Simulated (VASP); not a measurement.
# Mg (Fm-3m) in VASP: single point with r2SCAN

Aim: the single point of Mg with r2SCAN.

Everything below comes from runs of VASP 6.6.1. Logs are shortened: lines on timing, memory, paths and dates and some standing lists are left out, and cuts for length are marked.

## Step 1: The cell of the first run

It takes space group Fm-3m (No. 225, cubic). The conventional cell has a = 4.495 Å, b = 4.495 Å, c = 4.495 Å, α = 90.00°, β = 90.00°, γ = 90.00°. Mg (site symmetry m-3m) has 12 Mg at 3.18 Å within 4.2 Å.

## Step 2: Single point, r2SCAN

Contents of POSCAR:

```
Mg
1.0
    0.0000000000      2.2477226594      2.2477226594
    2.2477226594      0.0000000000      2.2477226594
    2.2477226594      2.2477226594      0.0000000000
Mg
1
Direct
    0.0000000000      0.0000000000      0.0000000000
```

Contents of INCAR.step1:

```
SYSTEM = Mg
PREC = Accurate ; ENCUT = 520
ISMEAR = -1 ; SIGMA = 0.1
LREAL = .False. ; LASPH = .True.
NELM = 100 ; NBANDS = 7
GGA = PE ; ALGO = Normal
EDIFF = 1E-4 ; LWAVE = .True.
LCHARG = .False.
```

Contents of INCAR.step2:

```
SYSTEM = Mg
PREC = Accurate ; ENCUT = 520
EDIFF = 1E-6 ; ISMEAR = -1
SIGMA = 0.1 ; LREAL = .False.
LASPH = .True. ; NELM = 100
ALGO = Normal ; ISIF = 2
LWAVE = .False. ; LCHARG = .True.
METAGGA = R2SCAN ; LMIXTAU = .True.
LELF = .True. ; LVHAR = .True.
NBANDS = 7 ; ISTART = 1
```

Contents of KPOINTS:

```
regular mesh
0
Gamma
  6 6 6
  0 0 0
```

Potentials or basis: VASP PAW PBE potentials, release 64 (Mg).

Started as:

```bash
cat potpaw_PBE.64/Mg/POTCAR > POTCAR
cp INCAR.step1 INCAR
mpirun -np 1 vasp_std > vasp.out
cp INCAR.step2 INCAR
mpirun -np 1 vasp_std > vasp.out
```

OUTCAR:

```text
SYSTEM = Mg
   PREC = Accurate
   ENCUT = 520
   EDIFF = 1E-6
   ISMEAR = -1
   LREAL = .False.
   LASPH = .True.
   NELM = 100
   ISIF = 2
   METAGGA = R2SCAN
   ISTART = 1

 ion  position               nearest neighbor table
   1  0.000  0.000  0.000-

  LATTYP: Found a face centered cubic cell.
 ALAT       =     4.4954453188

  Lattice vectors:

 A1 = (   0.0000000000,   2.2477226594,   2.2477226594)
 A2 = (   2.2477226594,   0.0000000000,   2.2477226594)
 A3 = (   2.2477226594,   2.2477226594,   0.0000000000)

Analysis of symmetry for initial positions (statically):
=====================================================================
 Subroutine PRICEL returns:
 Original cell was already a primitive cell.

 Routine SETGRP: Setting up the symmetry group for a
 face centered cubic supercell.

 Subroutine GETGRP returns: Found 48 space group operations
 (whereof 48 operations were pure point group operations)
 out of a pool of 48 trial point group operations.

The static configuration has the point symmetry O_h .

Analysis of symmetry for dynamics (positions and initial velocities):
=====================================================================
 Subroutine PRICEL returns:
 Original cell was already a primitive cell.

 Routine SETGRP: Setting up the symmetry group for a
 face centered cubic supercell.

 Subroutine GETGRP returns: Found 48 space group operations
 (whereof 48 operations were pure point group operations)
 out of a pool of 48 trial point group operations.

The dynamic configuration has the point symmetry O_h .

 Subroutine INISYM returns: Found 48 space group operations
 (whereof 48 operations are pure point group operations),
 and found     1 'primitive' translations

----------------------------------------------------------------------------------------

                                     Primitive cell

  volume of cell :      22.7121

  direct lattice vectors                    reciprocal lattice vectors
     0.000000000  2.247722659  2.247722659    -0.222447373  0.222447373  0.222447373
     2.247722659  0.000000000  2.247722659     0.222447373 -0.222447373  0.222447373
     2.247722659  2.247722659  0.000000000     0.222447373  0.222447373 -0.222447373

  length of vectors
     3.178759869  3.178759869  3.178759869     0.385290151  0.385290151  0.385290151

  position of ions in fractional coordinates (direct lattice)
     0.000000000  0.000000000  0.000000000

  ion indices of the primitive-cell ions
   primitive index   ion index
                 1           1

----------------------------------------------------------------------------------------

 KPOINTS: regular mesh

Automatic generation of k-mesh.
 Grid dimensions read from file:
 generate k-points for:    6    6    6

 Generating k-lattice:

  Cartesian coordinates                     Fractional coordinates (reciprocal lattice)
    -0.037074562  0.037074562  0.037074562     0.166666667  0.000000000  0.000000000
     0.037074562 -0.037074562  0.037074562     0.000000000  0.166666667  0.000000000
     0.037074562  0.037074562 -0.037074562     0.000000000  0.000000000  0.166666667

  Length of vectors
     0.064215025  0.064215025  0.064215025

  Shift w.r.t. Gamma in fractional coordinates (k-lattice)
     0.000000000  0.000000000  0.000000000

 Subroutine IBZKPT returns following result:
 ===========================================

 Found     16 irreducible k-points:

 Following reciprocal coordinates:
            Coordinates               Weight
  0.000000  0.000000  0.000000      1.000000
  0.166667  0.000000  0.000000      8.000000
  0.333333  0.000000  0.000000      8.000000
  0.500000  0.000000  0.000000      4.000000
  0.166667  0.166667  0.000000      6.000000
  0.333333  0.166667  0.000000     24.000000
[... 8 lines left out ...]
 -0.333333  0.333333  0.166667     24.000000
 -0.333333  0.500000  0.166667     12.000000
   k-points           NKPTS =     16   k-points in BZ     NKDIM =     16   number of bands    NBANDS=      7
   number of dos      NEDOS =    301   number of ions     NIONS =      1
   total plane-waves  NPLWV =  13824
   dimension x,y,z NGX =    24 NGY =   24 NGZ =   24
   dimension x,y,z NGXF=    48 NGYF=   48 NGZF=   48
   ions per type =               1
   NGX,Y,Z   is equivalent  to a cutoff of  12.55, 12.55, 12.55 a.u.
   NGXF,Y,Z  is equivalent  to a cutoff of  25.10, 25.10, 25.10 a.u.
 SYSTEM =  Mg
   PREC   = accura    normal or accurate (medium, high low for compatibility)
   ISTART =      1    job   : 0-new  1-cont  2-samecut
   ICHARG =      0    charge: 1-file 2-atom 10-const
   ISPIN  =      1    spin polarized calculation?
   LNONCOLLINEAR =      F non collinear calculations
   LSORBIT =      F    spin-orbit coupling
   LASPH  =      T    aspherical Exc in radial PAW
   ENCUT  =  520.0 eV  38.22 Ry    6.18 a.u.   5.91  5.91  5.91*2*pi/ulx,y,z
   NELM   =    100;   NELMIN=  2; NELMDL=  0     # of ELM steps
   EDIFF  = 0.1E-05   stopping-criterion for ELM
   LREAL  =      F    real-space projection
   EDIFFG = 0.1E-04   stopping-criterion for IOM
   NSW    =      0    number of steps for IOM
   IBRION =     -1    ionic relax: 0-MD 1-quasi-New 2-CG
   NFREE  =      0    steps in history (QN), initial steepest desc. (CG)
   ISIF   =      2    stress and relaxation
   ISYM   =      2    0-nonsym 1-usesym 2-fastsym
   POTIM  = 0.5000    time-step for ionic-motion
   TEBEG  =    0.0;   TEEND  =   0.0 temperature during run
   PSTRESS=    0.0 pullay stress
   NELECT =       2.0000    total number of electrons
   NUPDOWN=      -1.0000    fix difference up-down
   EMIN   =  10.00;   EMAX   =-10.00  energy-range for DOS
   EFERMI =   0.00;   METHOD = LEGACY
   ISMEAR =    -1;   SIGMA  =   0.10  broadening in eV -4-tet -1-fermi 0-gaus
   EFERMI_NEDOS =   21; number of points for ismear=-14 and -15
   IALGO  =     38    algorithm
   IMIX   =      4    mixing-type and parameters
     AMIX     =   0.40;   BMIX     =  1.00
     AMIX_MAG =   1.60;   BMIX_MAG =  1.00
  volume/ion in A,a.u.               =      22.71       153.27
  Fermi-wavevector in a.u.,A,eV,Ry     =   0.728337  1.376357  7.217539  0.530474
  Thomas-Fermi vector in A             =   1.819784
   LORBIT       =      0    0 simple, 1 ext, 2 COOP (PROOUT), +10 PAW based schemes
   METAGGA = R2SCAN    functional components
   LHFCALC =     F    Hartree Fock is set to
   AEXX    =    0.0000 exact exchange contribution
   IVDW    =     0    specifies the selected vdW correction
   LEPSILON=     F    determine dielectric tensor
   LRPA    =     F    only Hartree local field effects (RPA)
 non-spin polarized calculation
  energy-cutoff  :      520.00
  volume of cell :       22.71
 maximum number of plane-waves:       624
   NGX = 11   NGY = 11   NGZ = 11

 number of electron       2.0000000 magnetization

 Free energy of the ion-electron system (eV)
  ---------------------------------------------------
  ext. energy  EPLUGINS =         0.00000000
  ---------------------------------------------------
  free energy    TOTEN  =        -4.08211141 eV

  energy without entropy =       -4.05960012  energy(sigma->0) =       -4.07085576

 E-fermi :   2.8621     XC(G=0):  -9.0725

 val. band max:        2.3991790436   @ k =   0.5000   0.5000   0.0000
 cond. band min:       3.0102734497   @ k =   0.5000   0.1667   0.0000
 fundamental gap:      0.6110944061
 Fermi energy:         2.8620741181

 k-point     1 :       0.0000    0.0000    0.0000
  band No.  band energies     occupation
      1      -4.7318      2.00000
      2      15.9423      0.00000
      3      15.9423      0.00000
      4      15.9423      0.00000
      5      18.2488      0.00000
      6      18.2488      0.00000
      7      18.2488      0.00000

 k-point     2 :       0.1667    0.0000    0.0000
  band No.  band energies     occupation
      1      -4.0713      2.00000
      2      10.8079      0.00000
      3      15.1116      0.00000
      4      15.1116      0.00000
      5      17.6326      0.00000
      6      19.7733      0.00000
      7      19.7733      0.00000

 k-point     3 :       0.3333    0.0000    0.0000
  band No.  band energies     occupation
      1      -2.1171      2.00000
      2       5.4562      0.00000
      3      14.6053      0.00000
      4      14.6053      0.00000
      5      17.0715      0.00000
      6      17.1039      0.00000
      7      17.1039      0.00000

 k-point     4 :       0.5000    0.0000    0.0000
  band No.  band energies     occupation
      1       0.7481      2.00000
      2       1.4446      2.00000
      3      14.7577      0.00000
      4      14.7577      0.00000
      5      15.8587      0.00000
      6      15.8587      0.00000
      7      17.1282      0.00000

 k-point     5 :       0.1667    0.1667    0.0000
  band No.  band energies     occupation
      1      -3.8521      2.00000
      2      12.6006      0.00000
      3      13.1405      0.00000
      4      13.1405      0.00000
      5      15.3495      0.00000
      6      17.0488      0.00000
      7      22.4811      0.00000
[... 81 lines left out ...]
 k-point    14 :       0.5000    0.3333    0.1667
  band No.  band energies     occupation
      1      -0.4153      2.00000
      2       6.4039      0.00000
      3       7.7829      0.00000
      4      10.0520      0.00000
      5      16.1822      0.00000
      6      18.2975      0.00000
      7      19.5521      0.00000

 k-point    15 :      -0.3333    0.3333    0.1667
  band No.  band energies     occupation
      1       2.3771      1.98447
      2       3.0434      0.28048
      3       7.3378      0.00000
      4       8.7416      0.00000
      5      17.5772      0.00000
      6      17.7383      0.00000
      7      22.0254      0.00000

 k-point    16 :      -0.3333    0.5000    0.1667
  band No.  band energies     occupation
      1       3.1968      0.06798
      2       4.2859      0.00000
      3       5.5960      0.00000
      4       7.6227      0.00000
      5      15.4075      0.00000
      6      17.6343      0.00000
      7      22.6345      0.00000

------------------------ aborting loop because EDIFF is reached ----------------------------------------

  FORCE on cell =-STRESS in cart. coord.  units (eV):
  Direction    XX          YY          ZZ          XY          YZ          ZX
  --------------------------------------------------------------------------------------
  -------------------------------------------------------------------------------------
  Total       -0.0718772     -0.0718772     -0.0718772      0.0000000      0.0000000      0.0000000
  in kB       -5.0704157     -5.0704157     -5.0704157      0.0000000      0.0000000      0.0000000
  external PRESSURE =      -5.0704157 kB  Pullay stress =       0.0000000 kB

 VOLUME and BASIS-vectors are now :
 -----------------------------------------------------------------------------
  energy-cutoff  :      520.00
  volume of cell :       22.71
      direct lattice vectors                 reciprocal lattice vectors
     0.000000000  2.247722659  2.247722659    -0.222447373  0.222447373  0.222447373
     2.247722659  0.000000000  2.247722659     0.222447373 -0.222447373  0.222447373
     2.247722659  2.247722659  0.000000000     0.222447373  0.222447373 -0.222447373

 POSITION                                       TOTAL-FORCE (eV/Angst)
 -----------------------------------------------------------------------------------
      0.00000      0.00000      0.00000        -0.000000      0.000000     -0.000000
 -----------------------------------------------------------------------------------
    total drift:                               -0.000000      0.000000      0.000000

  FREE ENERGIE OF THE ION-ELECTRON SYSTEM (eV)
  ---------------------------------------------------
  free  energy   TOTEN  =        -4.0821114098 eV

  energy  without entropy=       -4.0596001159  energy(sigma->0) =       -4.07085576
```

It took 7.3 s on 1 thread of Intel Xeon Platinum 8488C (Sapphire Rapids), shared host; peak memory 0.13 GiB.

Results:

* Free energy: -4.0821 eV
* Pressure: -0.5 GPa
* Band gap on the k mesh: zero (band 1 reaches 3.20 eV, above the bottom of band 2 at 1.44 eV)

Caveat: the k points lie up to 0.40 Å⁻¹ apart; the PAW data sets were made with another functional, which shifts forces and pressure a little.
